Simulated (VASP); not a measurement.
# Ir in VASP: single point with PBE

Aim: the single point of Ir with PBE.

Program: VASP 6.6.1. These are calculated values, not measurements. Logs are shortened: lines on timing, memory, paths and dates and some standing lists are left out, and cuts for length are marked.

## (1) The cell of the first run

The cell holds a wire or tube with vacuum around it, 7 atoms: a = 12.900 Å, b = 13.200 Å, c = 3.538 Å, α = 90.00°, β = 90.00°, γ = 90.00°.

## (2) Single point, PBE

File INCAR:

```
ALGO = Normal ; EDIFF = 1E-6
ENCUT = 420 ; GGA = PE
GGA_COMPAT = F ; ISIF = 2
ISMEAR = 0 ; LASPH = T
LCHARG = F ; LREAL = F
LWAVE = F ; NBANDS = 68
NELM = 120 ; PREC = Accurate
SIGMA = 0.05
```

File KPOINTS:

```
k-points
0
Gamma
  1 1 14
```

File POSCAR:

```
Ir
1.0
   12.9000000000      0.0000000000      0.0000000000
    0.0000000000     13.2000000000      0.0000000000
    0.0000000000      0.0000000000      3.5375848939
Ir
7
Direct
    0.3546777260      0.5000000000      0.0000000000
    0.6469358174      0.5000000000      0.0000000000
    0.6486117065      0.3596114989      0.5000000000
    0.6486117065      0.6403885011      0.5000000000
    0.4889143704      0.5000000000      0.5000000000
    0.5061499560      0.3578028542      0.0000000000
    0.5061499560      0.6421971458      0.0000000000
```

Potentials or basis: VASP PAW PBE potentials, release 64 (Ir_sv_GW).

The run is started by

```
cat potpaw_PBE.64/Ir_sv_GW/POTCAR > POTCAR
mpirun -np 1 vasp_std > vasp.out
```

OUTCAR:

```text
EDIFF = 1E-6
   ENCUT = 420
   GGA = PE
   ISIF = 2
   ISMEAR = 0
   LASPH = T
   LREAL = F
   NELM = 120
   PREC = Accurate

 ion  position               nearest neighbor table
   1  0.355  0.500  0.000-   5 2.48   5 2.48   7 2.71   6 2.71
   2  0.647  0.500  0.000-   3 2.56   4 2.56   3 2.56   4 2.56   6 2.61   7 2.61   5 2.70   5 2.70

   3  0.649  0.360  0.500-   6 2.55   6 2.55   2 2.56   2 2.56   5 2.77
   4  0.649  0.640  0.500-   7 2.55   7 2.55   2 2.56   2 2.56   5 2.77
   5  0.489  0.500  0.500-   1 2.48   1 2.48   7 2.59   6 2.59   6 2.59   7 2.59   2 2.70   2 2.70
                             3 2.77   4 2.77
   6  0.506  0.358  0.000-   3 2.55   3 2.55   5 2.59   5 2.59   2 2.61   1 2.71
   7  0.506  0.642  0.000-   4 2.55   4 2.55   5 2.59   5 2.59   2 2.61   1 2.71

  LATTYP: Found a simple orthorhombic cell.
 ALAT       =     3.5375848939
 B/A-ratio  =     3.6465555985
 C/A-ratio  =     3.7313592171

  Lattice vectors:

 A1 = (   0.0000000000,   0.0000000000,   3.5375848939)
 A2 = (  12.9000000000,   0.0000000000,   0.0000000000)
 A3 = (   0.0000000000,  13.2000000000,   0.0000000000)

Analysis of symmetry for initial positions (statically):
=====================================================================
 Subroutine PRICEL returns:
 Original cell was already a primitive cell.

 Routine SETGRP: Setting up the symmetry group for a
 simple orthorhombic supercell.

 Subroutine GETGRP returns: Found  4 space group operations
 (whereof  4 operations were pure point group operations)
 out of a pool of  8 trial point group operations.

The static configuration has the point symmetry C_2v.

Analysis of symmetry for dynamics (positions and initial velocities):
=====================================================================
 Subroutine PRICEL returns:
 Original cell was already a primitive cell.

 Routine SETGRP: Setting up the symmetry group for a
 simple orthorhombic supercell.

 Subroutine GETGRP returns: Found  4 space group operations
 (whereof  4 operations were pure point group operations)
 out of a pool of  8 trial point group operations.

The dynamic configuration has the point symmetry C_2v.

 Subroutine INISYM returns: Found  4 space group operations
 (whereof  4 operations are pure point group operations),
 and found     1 'primitive' translations

----------------------------------------------------------------------------------------

                                     Primitive cell

  volume of cell :     602.3800

  direct lattice vectors                    reciprocal lattice vectors
    12.900000000  0.000000000  0.000000000     0.077519380  0.000000000  0.000000000
     0.000000000 13.200000000  0.000000000     0.000000000  0.075757576  0.000000000
     0.000000000  0.000000000  3.537584894     0.000000000  0.000000000  0.282678729

  length of vectors
    12.900000000 13.200000000  3.537584894     0.077519380  0.075757576  0.282678729

  position of ions in fractional coordinates (direct lattice)
     0.354677726  0.500000000  0.000000000
     0.646935817  0.500000000  0.000000000
     0.648611706  0.359611499  0.500000000
     0.648611706  0.640388501  0.500000000
     0.488914370  0.500000000  0.500000000
     0.506149956  0.357802854  0.000000000
     0.506149956  0.642197146  0.000000000

  ion indices of the primitive-cell ions
   primitive index   ion index
                 1           1
                 2           2
                 3           3
                 4           4
                 5           5
                 6           6
                 7           7

----------------------------------------------------------------------------------------

 KPOINTS: k-points

Automatic generation of k-mesh.
 Grid dimensions read from file:
 generate k-points for:    1    1   14

 Generating k-lattice:

  Cartesian coordinates                     Fractional coordinates (reciprocal lattice)
     0.077519380  0.000000000  0.000000000     1.000000000  0.000000000  0.000000000
     0.000000000  0.075757576  0.000000000     0.000000000  1.000000000  0.000000000
     0.000000000  0.000000000  0.020191338     0.000000000  0.000000000  0.071428571

  Length of vectors
     0.077519380  0.075757576  0.020191338

  Shift w.r.t. Gamma in fractional coordinates (k-lattice)
     0.000000000  0.000000000  0.000000000

 Subroutine IBZKPT returns following result:
 ===========================================

 Found      8 irreducible k-points:

 Following reciprocal coordinates:
            Coordinates               Weight
  0.000000  0.000000  0.000000      1.000000
  0.000000  0.000000  0.071429      2.000000
  0.000000  0.000000  0.142857      2.000000
  0.000000  0.000000  0.214286      2.000000
  0.000000  0.000000  0.285714      2.000000
  0.000000  0.000000  0.357143      2.000000
  0.000000  0.000000  0.428571      2.000000
  0.000000  0.000000  0.500000      1.000000
   k-points           NKPTS =      8   k-points in BZ     NKDIM =      8   number of bands    NBANDS=     68
   number of dos      NEDOS =    301   number of ions     NIONS =      7
   total plane-waves  NPLWV = 194400
   dimension x,y,z NGX =    90 NGY =   90 NGZ =   24
   dimension x,y,z NGXF=   180 NGYF=  180 NGZF=   48
   ions per type =               7
   NGX,Y,Z   is equivalent  to a cutoff of  11.60, 11.33, 11.28 a.u.
   NGXF,Y,Z  is equivalent  to a cutoff of  23.20, 22.67, 22.56 a.u.
 SYSTEM =  unknown system
   PREC   = accura    normal or accurate (medium, high low for compatibility)
   ISTART =      0    job   : 0-new  1-cont  2-samecut
   ICHARG =      2    charge: 1-file 2-atom 10-const
   ISPIN  =      1    spin polarized calculation?
   LNONCOLLINEAR =      F non collinear calculations
   LSORBIT =      F    spin-orbit coupling
   LASPH  =      T    aspherical Exc in radial PAW
   ENCUT  =  420.0 eV  30.87 Ry    5.56 a.u.  21.56 22.06  5.91*2*pi/ulx,y,z
   NELM   =    120;   NELMIN=  2; NELMDL= -5     # of ELM steps
   EDIFF  = 0.1E-05   stopping-criterion for ELM
   LREAL  =      F    real-space projection
   EDIFFG = 0.1E-04   stopping-criterion for IOM
   NSW    =      0    number of steps for IOM
   IBRION =     -1    ionic relax: 0-MD 1-quasi-New 2-CG
   NFREE  =      0    steps in history (QN), initial steepest desc. (CG)
   ISIF   =      2    stress and relaxation
   ISYM   =      2    0-nonsym 1-usesym 2-fastsym
   POTIM  = 0.5000    time-step for ionic-motion
   TEBEG  =    0.0;   TEEND  =   0.0 temperature during run
   PSTRESS=    0.0 pullay stress
   NELECT =     119.0000    total number of electrons
   NUPDOWN=      -1.0000    fix difference up-down
   EMIN   =  10.00;   EMAX   =-10.00  energy-range for DOS
   EFERMI =   0.00;   METHOD = LEGACY
   ISMEAR =     0;   SIGMA  =   0.05  broadening in eV -4-tet -1-fermi 0-gaus
   EFERMI_NEDOS =   21; number of points for ismear=-14 and -15
   IALGO  =     38    algorithm
   IMIX   =      4    mixing-type and parameters
     AMIX     =   0.40;   BMIX     =  1.00
     AMIX_MAG =   1.60;   BMIX_MAG =  1.00
  volume/ion in A,a.u.               =      86.05       580.72
  Fermi-wavevector in a.u.,A,eV,Ry     =   0.953455  1.801769 12.368742  0.909077
  Thomas-Fermi vector in A             =   2.082112
   LORBIT       =      0    0 simple, 1 ext, 2 COOP (PROOUT), +10 PAW based schemes
   GGA     = PE    functional components
   LHFCALC =     F    Hartree Fock is set to
   AEXX    =    0.0000 exact exchange contribution
   IVDW    =     0    specifies the selected vdW correction
   LEPSILON=     F    determine dielectric tensor
   LRPA    =     F    only Hartree local field effects (RPA)
 non-spin polarized calculation
 Gauss-broadening in eV      SIGMA  =   0.05
  energy-cutoff  :      420.00
  volume of cell :      602.38
 maximum number of plane-waves:     11818
 NGX is ok and might be reduce to    90
   NGX = 43   NGY = 45   NGZ = 11

 number of electron     118.9999999 magnetization

 Free energy of the ion-electron system (eV)
  ---------------------------------------------------
  ext. energy  EPLUGINS =         0.00000000
  ---------------------------------------------------
  free energy    TOTEN  =       -51.21135554 eV

  energy without entropy =      -51.19141902  energy(sigma->0) =      -51.20138728

 E-fermi :  -1.9841     XC(G=0):  -3.8431

 val. band max:       -1.9919121011   @ k =   0.0000   0.0000   0.2857
 cond. band min:      -1.9583282526   @ k =   0.0000   0.0000   0.3571
 fundamental gap:      0.0335838485
 Fermi energy:        -1.9841016044

 k-point     1 :       0.0000    0.0000    0.0000
  band No.  band energies     occupation
      1     -95.2274      2.00000
      2     -94.4245      2.00000
      3     -93.9742      2.00000
      4     -93.9728      2.00000
      5     -93.8309      2.00000
      6     -93.8293      2.00000
[... 60 lines left out ...]
     67      -0.7399      0.00000
     68      -0.6748      0.00000

 k-point     2 :       0.0000    0.0000    0.0714
  band No.  band energies     occupation
      1     -95.2273      2.00000
      2     -94.4244      2.00000
      3     -93.9740      2.00000
      4     -93.9726      2.00000
      5     -93.8311      2.00000
      6     -93.8296      2.00000
[... 60 lines left out ...]
     67      -0.7749      0.00000
     68      -0.6415      0.00000

 k-point     3 :       0.0000    0.0000    0.1429
  band No.  band energies     occupation
      1     -95.2270      2.00000
      2     -94.4241      2.00000
      3     -93.9733      2.00000
      4     -93.9721      2.00000
      5     -93.8317      2.00000
      6     -93.8304      2.00000
[... 344 lines left out ...]
     67      -0.5859      0.00000
     68       0.6350      0.00000

 k-point     8 :       0.0000    0.0000    0.5000
  band No.  band energies     occupation
      1     -95.2254      2.00000
      2     -94.4223      2.00000
      3     -93.9692      2.00000
      4     -93.9690      2.00000
      5     -93.8354      2.00000
      6     -93.8352      2.00000
[... 60 lines left out ...]
     67       0.1232      0.00000
     68       0.2008      0.00000

------------------------ aborting loop because EDIFF is reached ----------------------------------------

  FORCE on cell =-STRESS in cart. coord.  units (eV):
  Direction    XX          YY          ZZ          XY          YZ          ZX
  --------------------------------------------------------------------------------------
  -------------------------------------------------------------------------------------
  Total       -1.3093619     -1.2602526     -1.2890329      0.0000000      0.0000000      0.0000000
  in kB       -3.4825693     -3.3519510     -3.4284994      0.0000000      0.0000000      0.0000000
  external PRESSURE =      -3.4210066 kB  Pullay stress =       0.0000000 kB

 VOLUME and BASIS-vectors are now :
 -----------------------------------------------------------------------------
  energy-cutoff  :      420.00
  volume of cell :      602.38
      direct lattice vectors                 reciprocal lattice vectors
    12.900000000  0.000000000  0.000000000     0.077519380  0.000000000  0.000000000
     0.000000000 13.200000000  0.000000000     0.000000000  0.075757576  0.000000000
     0.000000000  0.000000000  3.537584894     0.000000000  0.000000000  0.282678729

 POSITION                                       TOTAL-FORCE (eV/Angst)
 -----------------------------------------------------------------------------------
      4.57534      6.60000      0.00000        -0.029575      0.000000      0.000000
      8.34547      6.60000      0.00000         0.021335      0.000000      0.000000
      8.36709      4.74687      1.76879         0.027265     -0.020798      0.000000
      8.36709      8.45313      1.76879         0.027265      0.020798      0.000000
      6.30700      6.60000      1.76879        -0.002555      0.000000      0.000000
      6.52933      4.72300      0.00000        -0.021867     -0.032775      0.000000
      6.52933      8.47700      0.00000        -0.021867      0.032775     -0.000000
 -----------------------------------------------------------------------------------
    total drift:                               -0.000920      0.000000      0.000000

  FREE ENERGIE OF THE ION-ELECTRON SYSTEM (eV)
  ---------------------------------------------------
  free  energy   TOTEN  =       -51.2113555363 eV

  energy  without entropy=      -51.1914190201  energy(sigma->0) =      -51.20138728
```

It took 11 min on 1 thread of Intel Xeon Platinum 8259CL at 2.50GHz (Skylake/Cascade Lake), shared host; peak memory 0.54 GiB.

What came out:

- Free energy: -51.2114 eV
- Largest force: 0.039 eV/Å
- Band gap on the k mesh: zero (an odd number of electrons rules out a gap without spin polarisation)

Forces in eV/Å, atoms in the order of the input:
```
Ir  -0.030  0.000  0.000
Ir   0.021  0.000  0.000
Ir   0.027 -0.021  0.000
Ir   0.027  0.021  0.000
Ir  -0.003  0.000  0.000
Ir  -0.022 -0.033  0.000
Ir  -0.022  0.033  0.000
```

Levels at points of the mesh, in eV from the Fermi level:
```csv
k point,band 56,band 57,band 58,band 59,band 60,band 61,band 62,band 63
"(0.00, 0.00, 0.00)",-0.31,-0.22,-0.04,-0.01,0.32,0.47,0.49,0.57
"(0.00, 0.00, 0.50)",-0.65,-0.47,-0.28,-0.23,-0.13,-0.08,0.06,0.49
```

Caveat: spin-orbit coupling is left out, which moves the levels of the heavy elements.

The gap in the log of VASP goes by the Fermi energy; the results here count the filled bands.